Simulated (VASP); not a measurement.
A run of VASP 6.6.1:

File POSCAR:

```
Zr3Tl
1.0
    4.4739000000      0.0000000000      0.0000000000
    0.0000000000      4.4739000000      0.0000000000
    0.0000000000      0.0000000000      4.4739000000
Zr Tl
3 1
Direct
    0.0000000000      0.5000000000      0.5000000000
    0.5000000000      0.0000000000      0.5000000000
    0.5000000000      0.5000000000      0.0000000000
    0.0000000000      0.0000000000      0.0000000000
```

Contents of INCAR.step1:

```
PREC = Accurate
ENCUT = 520
ISMEAR = -1
SIGMA = 0.1
LREAL = F
LASPH = T
NELM = 80
NBANDS = 32
GGA = PE
ALGO = Normal
EDIFF = 1E-4
LWAVE = T
LCHARG = F
```

File INCAR.step2:

```
PREC = Accurate
ENCUT = 520
EDIFF = 1E-6
ISMEAR = -1
SIGMA = 0.1
LREAL = F
LASPH = T
NELM = 80
ALGO = Normal
ISIF = 2
LWAVE = F
LCHARG = T
METAGGA = R2SCAN
LMIXTAU = T
LELF = T
LVHAR = T
NBANDS = 32
ISTART = 1
```

Contents of KPOINTS:

```
Automatic mesh
0
Gamma
  5 5 5
```

Potentials or basis: VASP PAW PBE potentials, release 64 (Zr_sv, Tl_d).

The run is started by

```console
$ cat potpaw_PBE.64/Zr_sv/POTCAR potpaw_PBE.64/Tl_d/POTCAR > POTCAR
$ cp INCAR.step1 INCAR
$ mpirun -np 1 vasp_std > vasp.out
$ cp INCAR.step2 INCAR
$ mpirun -np 1 vasp_std > vasp.out
```

Hardware: 1 thread of Intel(R) Xeon(R) Platinum 8259CL CPU @ 2.50GHz (Skylake/Cascade Lake) (shared host).

Q: Estimate the wall time of this run.

A: Wall time 110 s on 1 thread of Intel(R) Xeon(R) Platinum 8259CL CPU @ 2.50GHz (Skylake/Cascade Lake), with other jobs on the host, peak memory 0.22 GiB. Counts: k points 10.
